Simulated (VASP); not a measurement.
Input of a VASP 6.6.1 run:

Contents of INCAR:

```
PREC = Accurate
ENCUT = 600
EDIFF = 1E-6
ISMEAR = -1
SIGMA = 0.1
LREAL = F
LASPH = T
NELM = 100
ALGO = Normal
ISIF = 3
LWAVE = F
LCHARG = F
GGA = PE
IBRION = 2
NSW = 80
EDIFFG = -0.01
```

Contents of KPOINTS:

```
regular mesh
0
Gamma
  7 7 10
```

File POSCAR:

```
Sc
1.0
    5.2083761254      0.0000000000      0.0000000000
   -2.6041880627      4.5105860371      0.0000000000
    0.0000000000      0.0000000000      3.1927345649
Sc
3
Direct
    0.0000000000      0.0000000000      0.0000000000
    0.3333333333      0.6666666667      0.5000000000
    0.6666666667      0.3333333333      0.5000000000
```

Potentials or basis: VASP PAW PBE potentials, release 64 (Sc_sv).

Run with:

```sh
$ cat potpaw_PBE.64/Sc_sv/POTCAR > POTCAR
$ mpirun -np 1 vasp_std > vasp.out
```

Task: Estimate the band gap on the k mesh.

Result: Zero (an odd number of electrons rules out a gap without spin polarisation).

Task: Estimate the relaxed volume.

Result: 24.59 Å³/atom.

Task: Predict the space group after relaxing (to 0.1 Å).

Result: P6/mmm (No. 191).

Task: Predict the relaxed cell.

Result: a = 5.142 Å, b = 5.142 Å, c = 3.221 Å, α = 90.00°, β = 90.00°, γ = 120.00°.

The path:
| step | energy change (eV) | largest force (eV/Å) | pressure (GPa) | volume (Å³) |
| --- | --- | --- | --- | --- |
| 1 | 0.0000 | 0.0000 | -0.83 | 75.01 |
| 2 | -0.0080 | 0.0000 | 0.12 | 73.61 |
| 3 | -0.0081 | 0.0000 | 0.28 | 73.41 |
| 4 | -0.0090 | 0.0000 | 0.04 | 73.71 |
| 5 | -0.0090 | 0.0000 | 0.01 | 73.76 |
